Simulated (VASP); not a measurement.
Wanted: the native input for a VASP 6.6.1 run.

* Task: single point
* Functional: PBE
* Potentials or basis: VASP PAW PBE potentials, release 64 (Te)
* Cutoff: 520 eV
* k mesh: 9 × 9 × 12
* Occupations: fermi-dirac, width 0.08 eV
* Spin: no spin polarisation
* Dipole correction: no
* Further INCAR settings: ALGO = Normal; EDIFF = 1e-06; NBANDS = 16

The structure of Te lies in POSCAR:

```
Te
1.0
    4.1396074903      0.0000000000      0.0000000000
   -2.0698037451      3.5850052483      0.0000000000
    0.0000000000      0.0000000000      2.4597501642
Te
3
Direct
    0.0000000000      0.0000000000      0.0000000000
    0.3333333333      0.6666666667      0.5000000000
    0.6666666667      0.3333333333      0.5000000000
```

This isn't the form of Te at room conditions, which is trigonal, of chains.

The input as run:

INCAR

```
SYSTEM = Te
  PREC = Accurate
  ENCUT = 520
  EDIFF = 1E-6
  ISMEAR = -1
  SIGMA = 0.08
  LREAL = .False.
  LASPH = .True.
  NELM = 60
  ALGO = Normal
  ISIF = 2
  LWAVE = .False.
  LCHARG = .False.
  GGA = PE
  NBANDS = 16
```

KPOINTS

```
Automatic mesh
0
Gamma
  9 9 12
  0 0 0
```

Potentials or basis: VASP PAW PBE potentials, release 64 (Te).

Command:

```bash
$ cat potpaw_PBE.64/Te/POTCAR > POTCAR
$ mpirun -np 1 vasp_std > vasp.out
```

Results of the run:

- Pressure: 346.1 GPa
- Band gap on the k mesh: zero (bands 9 and 10 overlap by 11.53 eV)

Caveat: the cell stands under pressure; spin-orbit coupling is left out, which moves the levels of the heavy elements.

Run time: 24 s on 1 thread of AMD EPYC 9R45 (Zen 5) (shared host), peak memory 0.14 GiB.
